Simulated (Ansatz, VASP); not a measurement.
One calculation of HfN, two programs

```
CELL_PARAMETERS angstrom
0.00000 2.19451 2.36331
2.19451 0.00000 2.36331
2.19451 2.19451 0.00000
ATOMIC_POSITIONS crystal
Hf 0.00000 0.00000 0.00000
N 0.50000 0.50000 0.50000
```

Change from the starting cell: strain -0.025 along x and y, +0.050 along z, atoms carried along.

Alike in both runs: task single point; functional PBEsol; k mesh 22 × 22 × 22; occupations gaussian, width 0.15 eV; no spin polarisation.

|  | VASP | Ansatz |
| --- | --- | --- |
| version | VASP 6.6.1 | Ansatz 0.2.0 |
| potentials or method | VASP PAW PBE potentials, release 64 (Hf_pv, N), cutoff 600 eV | scalar-relativistic, plane waves, PAW |
| valence electrons in the cell | 15 | 31 |

```csv
,VASP,Ansatz,Ansatz less VASP
gap on the k mesh at the Fermi level (eV),none,none,-
pressure (GPa),1.8,4.0,+2.22
"traceless stress, the component that is largest in VASP (GPa)",-23.50,-23.68,-0.174
```

VASP's potentials were made for PBE, not for PBEsol. A gap of «none» marks a metal or a gap that the smearing closes. VASP's potentials hold 15 valence electrons a cell and Ansatz's 31, so a difference there can come from the potentials and not from the codes.

Neither program's run includes spin-orbit coupling.
